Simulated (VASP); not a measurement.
# V (P2_1/m) in VASP: single point with PBE

Aim: the single point of V with PBE.

Program: VASP 6.6.1. These are calculated values, not measurements. Logs are shortened: lines on timing, memory, paths and dates and some standing lists are left out, and cuts for length are marked.

## Step 1: The cell of the first run

The structure is monoclinic, space group P2_1/m (No. 11). Conventional cell: a = 2.604 Å, b = 4.723 Å, c = 2.604 Å, α = 90.00°, β = 120.00°, γ = 90.00°. V (site symmetry m) has 14 V at 2.60 to 3.49 Å within 3.5 Å.

## Step 2: Single point, PBE (atom 1 (V) moved by (-0.450, +0.000) A along [1 1 0] and z)

INCAR reads:

```
PREC = Accurate
ENCUT = 520
EDIFF = 1E-7
ISMEAR = 0
SIGMA = 0.15
LREAL = F
LASPH = T
NELM = 80
ALGO = Fast
ISIF = 2
LWAVE = F
LCHARG = F
GGA = PE
NBANDS = 20
```

KPOINTS reads:

```
Automatic mesh
0
Gamma
  21 21 10
```

POSCAR reads:

```
V
1.0
    2.6042941027      0.0000000000      0.0000000000
   -1.3021470513      2.2553848518      0.0000000000
    0.0000000000      0.0000000000      4.7233360000
V
2
Direct
    0.4739427413      0.1922496281      0.7500000000
    0.3333333333      0.6666666667      0.2500000000
```

Potentials or basis: VASP PAW PBE potentials, release 64 (V_sv).

On the command line:

```sh
$ cat potpaw_PBE.64/V_sv/POTCAR > POTCAR
$ mpirun -np 1 vasp_std > vasp.out
```

OUTCAR:

```text
PREC = Accurate
   ENCUT = 520
   EDIFF = 1E-7
   ISMEAR = 0
   LREAL = F
   LASPH = T
   NELM = 80
   ISIF = 2
   GGA = PE

 ion  position               nearest neighbor table
   1  0.474  0.192  0.750-   2 2.66   2 2.66   2 2.77   2 2.77
   2  0.333  0.667  0.250-   1 2.66   1 2.66   1 2.77   1 2.77

  LATTYP: Found a hexagonal cell.
 ALAT       =     2.6042941027
 C/A-ratio  =     1.8136722712

  Lattice vectors:

 A1 = (   2.6042941027,   0.0000000000,   0.0000000000)
 A2 = (  -1.3021470513,   2.2553848518,   0.0000000000)
 A3 = (   0.0000000000,   0.0000000000,   4.7233360000)

Analysis of symmetry for initial positions (statically):
=====================================================================
 Subroutine PRICEL returns:
 Original cell was already a primitive cell.

 Routine SETGRP: Setting up the symmetry group for a
 hexagonal supercell.

 Subroutine GETGRP returns: Found  4 space group operations
 (whereof  1 operations were pure point group operations)
 out of a pool of 24 trial point group operations.

The static configuration has the point symmetry C_1 .
 The point group associated with its full space group is C_2h.

Analysis of symmetry for dynamics (positions and initial velocities):
=====================================================================
 Subroutine PRICEL returns:
 Original cell was already a primitive cell.

 Routine SETGRP: Setting up the symmetry group for a
 hexagonal supercell.

 Subroutine GETGRP returns: Found  4 space group operations
 (whereof  1 operations were pure point group operations)
 out of a pool of 24 trial point group operations.

The dynamic configuration has the point symmetry C_1 .
 The point group associated with its full space group is C_2h.

 Subroutine INISYM returns: Found  4 space group operations
 (whereof  1 operations are pure point group operations),
 and found     1 'primitive' translations

----------------------------------------------------------------------------------------

                                     Primitive cell

  volume of cell :      27.7434

  direct lattice vectors                    reciprocal lattice vectors
     2.604294103  0.000000000  0.000000000     0.383981210  0.221691655  0.000000000
    -1.302147051  2.255384852  0.000000000     0.000000000  0.443383310  0.000000000
     0.000000000  0.000000000  4.723336000     0.000000000  0.000000000  0.211714771

  length of vectors
     2.604294103  2.604294103  4.723336000     0.443383310  0.443383310  0.211714771

  position of ions in fractional coordinates (direct lattice)
     0.473942741  0.192249628  0.750000000
     0.333333333  0.666666667  0.250000000

  ion indices of the primitive-cell ions
   primitive index   ion index
                 1           1
                 2           2

----------------------------------------------------------------------------------------

 KPOINTS: Automatic mesh

Automatic generation of k-mesh.
 Grid dimensions read from file:
 generate k-points for:   21   21   10

 Generating k-lattice:

  Cartesian coordinates                     Fractional coordinates (reciprocal lattice)
     0.018284820  0.010556745  0.000000000     0.047619048  0.000000000  0.000000000
     0.000000000  0.021113491  0.000000000     0.000000000  0.047619048  0.000000000
     0.000000000  0.000000000  0.021171477     0.000000000  0.000000000  0.100000000

  Length of vectors
     0.021113491  0.021113491  0.021171477

  Shift w.r.t. Gamma in fractional coordinates (k-lattice)
     0.000000000  0.000000000  0.000000000

 Subroutine IBZKPT returns following result:
 ===========================================

 Found   1326 irreducible k-points:

 Following reciprocal coordinates:
            Coordinates               Weight
  0.000000  0.000000  0.000000      1.000000
  0.047619 -0.000000  0.000000      2.000000
  0.000000  0.047619  0.000000      2.000000
 -0.047619  0.047619  0.000000      2.000000
  0.095238 -0.000000  0.000000      2.000000
  0.000000  0.095238  0.000000      2.000000
[... 16 lines left out ...]
  0.380952 -0.000000  0.000000      2.000000
  0.000000  0.380952  0.000000      2.000000
 [... further k-points ...]
   k-points           NKPTS =   1326   k-points in BZ     NKDIM =   1326   number of bands    NBANDS=     20
   number of dos      NEDOS =    301   number of ions     NIONS =      2
   total plane-waves  NPLWV =  14400
   dimension x,y,z NGX =    20 NGY =   20 NGZ =   36
   dimension x,y,z NGXF=    40 NGYF=   40 NGZF=   72
   ions per type =               2
   NGX,Y,Z   is equivalent  to a cutoff of  12.77, 12.77, 12.67 a.u.
   NGXF,Y,Z  is equivalent  to a cutoff of  25.53, 25.53, 25.34 a.u.
 SYSTEM =  unknown system
   PREC   = accura    normal or accurate (medium, high low for compatibility)
   ISTART =      0    job   : 0-new  1-cont  2-samecut
   ICHARG =      2    charge: 1-file 2-atom 10-const
   ISPIN  =      1    spin polarized calculation?
   LNONCOLLINEAR =      F non collinear calculations
   LSORBIT =      F    spin-orbit coupling
   LASPH  =      T    aspherical Exc in radial PAW
   ENCUT  =  520.0 eV  38.22 Ry    6.18 a.u.   4.84  4.84  8.78*2*pi/ulx,y,z
   NELM   =     80;   NELMIN=  2; NELMDL= -5     # of ELM steps
   EDIFF  = 0.1E-06   stopping-criterion for ELM
   LREAL  =      F    real-space projection
   EDIFFG = 0.1E-05   stopping-criterion for IOM
   NSW    =      0    number of steps for IOM
   IBRION =     -1    ionic relax: 0-MD 1-quasi-New 2-CG
   NFREE  =      0    steps in history (QN), initial steepest desc. (CG)
   ISIF   =      2    stress and relaxation
   ISYM   =      2    0-nonsym 1-usesym 2-fastsym
   POTIM  = 0.5000    time-step for ionic-motion
   TEBEG  =    0.0;   TEEND  =   0.0 temperature during run
   PSTRESS=    0.0 pullay stress
   NELECT =      26.0000    total number of electrons
   NUPDOWN=      -1.0000    fix difference up-down
   EMIN   =  10.00;   EMAX   =-10.00  energy-range for DOS
   EFERMI =   0.00;   METHOD = LEGACY
   ISMEAR =     0;   SIGMA  =   0.15  broadening in eV -4-tet -1-fermi 0-gaus
   EFERMI_NEDOS =   21; number of points for ismear=-14 and -15
   IALGO  =     68    algorithm
   IMIX   =      4    mixing-type and parameters
     AMIX     =   0.40;   BMIX     =  1.00
     AMIX_MAG =   1.60;   BMIX_MAG =  1.00
  volume/ion in A,a.u.               =      13.87        93.61
  Fermi-wavevector in a.u.,A,eV,Ry     =   1.602062  3.027459 34.920768  2.566604
  Thomas-Fermi vector in A             =   2.698942
   LORBIT       =      0    0 simple, 1 ext, 2 COOP (PROOUT), +10 PAW based schemes
   GGA     = PE    functional components
   LHFCALC =     F    Hartree Fock is set to
   AEXX    =    0.0000 exact exchange contribution
   IVDW    =     0    specifies the selected vdW correction
   LEPSILON=     F    determine dielectric tensor
   LRPA    =     F    only Hartree local field effects (RPA)
 non-spin polarized calculation
 RMM-DIIS sequential band-by-band and
 Gauss-broadening in eV      SIGMA  =   0.15
  energy-cutoff  :      520.00
  volume of cell :       27.74
 maximum number of plane-waves:       771
   NGX =  9   NGY =  9   NGZ = 17

 number of electron      26.0000012 magnetization

 Free energy of the ion-electron system (eV)
  ---------------------------------------------------
  ext. energy  EPLUGINS =         0.00000000
  ---------------------------------------------------
  free energy    TOTEN  =       -17.60759469 eV

  energy without entropy =      -17.56869558  energy(sigma->0) =      -17.58814513

 E-fermi :   9.6233     XC(G=0): -12.7284

 val. band max:        9.6214893343   @ k =  -0.4286  -0.4762  -0.2000
 cond. band min:       9.6239239468   @ k =   0.0952   0.0952   0.2000
 fundamental gap:      0.0024346126
 Fermi energy:         9.6233366845

 k-point     1 :       0.0000    0.0000    0.0000
  band No.  band energies     occupation
      1     -54.3757      2.00000
      2     -54.2594      2.00000
      3     -28.5031      2.00000
      4     -27.8171      2.00000
      5     -27.7215      2.00000
      6     -27.6797      2.00000
[... 12 lines left out ...]
     19      12.1913      0.00000
     20      12.9470      0.00000

 k-point     2 :       0.0476   -0.0000    0.0000
  band No.  band energies     occupation
      1     -54.3719      2.00000
      2     -54.2562      2.00000
      3     -28.4984      2.00000
      4     -27.8160      2.00000
      5     -27.7261      2.00000
      6     -27.7011      2.00000
[... 12 lines left out ...]
     19      12.2509      0.00000
     20      12.9435      0.00000

 k-point     3 :       0.0000    0.0476    0.0000
  band No.  band energies     occupation
      1     -54.3716      2.00000
      2     -54.2565      2.00000
      3     -28.4965      2.00000
      4     -27.8180      2.00000
      5     -27.7368      2.00000
      6     -27.6868      2.00000
[... 12 lines left out ...]
     19      12.1980      0.00000
     20      13.0853      0.00000

 k-point     4 :      -0.0476    0.0476    0.0000
  band No.  band energies     occupation
      1     -54.3716      2.00000
      2     -54.2565      2.00000
      3     -28.4967      2.00000
      4     -27.8177      2.00000
      5     -27.7380      2.00000
      6     -27.6911      2.00000
[... 12 lines left out ...]
     19      12.1554      0.00000
     20      13.0668      0.00000

 k-point     5 :       0.0952   -0.0000    0.0000
  band No.  band energies     occupation
      1     -54.3608      2.00000
      2     -54.2467      2.00000
      3     -28.4845      2.00000
      4     -27.8127      2.00000
      5     -27.7628      2.00000
      6     -27.7402      2.00000
[... 12 lines left out ...]
     19      12.6588      0.00000
     20      12.9416      0.00000

 k-point     6 :       0.0000    0.0952    0.0000
  band No.  band energies     occupation
      1     -54.3594      2.00000
      2     -54.2480      2.00000
      3     -28.4768      2.00000
      4     -27.8207      2.00000
      5     -27.7860      2.00000
      6     -27.7159      2.00000
[... 12 lines left out ...]
     19      12.2486      0.00000
     20      13.4866      0.00000

 k-point     7 :      -0.0952    0.0952    0.0000
  band No.  band energies     occupation
      1     -54.3595      2.00000
      2     -54.2479      2.00000
      3     -28.4778      2.00000
      4     -27.8197      2.00000
      5     -27.7894      2.00000
      6     -27.7342      2.00000
[... 12 lines left out ...]
     19      12.1639      0.00000
     20      13.4342      0.00000
[... 277 lines left out ...]
 k-point    20 :       0.3333   -0.0000    0.0000
  band No.  band energies     occupation
      1     -54.2449      2.00000
      2     -54.1489      2.00000
      3     -28.3652      2.00000
      4     -28.3381      2.00000
      5     -28.2511      2.00000
      6     -27.8742      2.00000
[... 12 lines left out ...]
     19      12.7351      0.00000
     20      16.1019      0.00000

 k-point    21 :       0.0000    0.3333    0.0000
  band No.  band energies     occupation
      1     -54.2266      2.00000
      2     -54.1666      2.00000
      3     -28.3273      2.00000
      4     -28.2837      2.00000
      5     -28.2366      2.00000
      6     -27.8861      2.00000
[... 12 lines left out ...]
     19      12.3767      0.00000
     20      17.5217      0.00000

 k-point    22 :      -0.3333    0.3333    0.0000
  band No.  band energies     occupation
      1     -54.2293      2.00000
      2     -54.1639      2.00000
      3     -28.3457      2.00000
      4     -28.2890      2.00000
      5     -28.2523      2.00000
      6     -27.8702      2.00000
[... 12 lines left out ...]
     19      12.3928      0.00000
     20      17.4246      0.00000

 k-point    23 :       0.3810   -0.0000    0.0000
  band No.  band energies     occupation
      1     -54.2242      2.00000
      2     -54.1316      2.00000
      3     -28.4675      2.00000
      4     -28.3409      2.00000
      5     -28.3114      2.00000
      6     -27.8976      2.00000
[... 12 lines left out ...]
     19      12.8453      0.00000
     20      16.7120      0.00000

 k-point    24 :       0.0000    0.3810    0.0000
  band No.  band energies     occupation
      1     -54.2000      2.00000
      2     -54.1551      2.00000
      3     -28.4207      2.00000
      4     -28.3833      2.00000
      5     -28.1768      2.00000
      6     -27.9150      2.00000
[... 12 lines left out ...]
     19      12.7942      0.00000
     20      17.2340      0.00000

 [... further k-points ...]
[... 5 lines left out ...]
  --------------------------------------------------------------------------------------
  -------------------------------------------------------------------------------------
  Total       -0.4489472      1.4293857     -1.3769917     -1.1055325      0.0000000      0.0000000
  in kB      -25.9266433     82.5468438    -79.5211013    -63.8443631      0.0000000      0.0000000
  external PRESSURE =      -7.6336336 kB  Pullay stress =       0.0000000 kB

 VOLUME and BASIS-vectors are now :
 -----------------------------------------------------------------------------
  energy-cutoff  :      520.00
  volume of cell :       27.74
      direct lattice vectors                 reciprocal lattice vectors
     2.604294103  0.000000000  0.000000000     0.383981210  0.221691655  0.000000000
    -1.302147051  2.255384852  0.000000000     0.000000000  0.443383310  0.000000000
     0.000000000  0.000000000  4.723336000     0.000000000  0.000000000  0.211714771

 POSITION                                       TOTAL-FORCE (eV/Angst)
 -----------------------------------------------------------------------------------
      0.98395      0.43360      3.54250        -0.432378      0.012991      0.000000
     -0.00000      1.50359      1.18083         0.432378     -0.012991     -0.000000
 -----------------------------------------------------------------------------------
    total drift:                               -0.000018      0.000043     -0.000000

  FREE ENERGIE OF THE ION-ELECTRON SYSTEM (eV)
  ---------------------------------------------------
  free  energy   TOTEN  =       -17.6075946940 eV

  energy  without entropy=      -17.5686955752  energy(sigma->0) =      -17.58814513
```

Run time: 20 min. Hardware: 1 thread of Intel Xeon 8259CL, shared host; peak memory 0.64 GiB.

Results:

| Quantity | Value |
| --- | --- |
| Free energy | -17.6076 eV |
| Pressure | -0.8 GPa |
| Largest force | 0.433 eV/Å |
| Band gap on the k mesh | zero (bands 13 and 14 overlap by 2.60 eV) |

Forces on the atoms (eV/Å):
```
V   -0.432  0.013  0.000
V    0.432 -0.013  0.000
```

Stress tensor (GPa, compression positive):
```
-2.59 -6.38  0.00
-6.38  8.25  0.00
 0.00  0.00 -7.95
```

Caveat: the cell differs from its parent crystal (atom 1 (V) moved by (-0.450, +0.000) A along [1 1 0] and z); the stress differs along the axes, from -8 to 8 GPa.
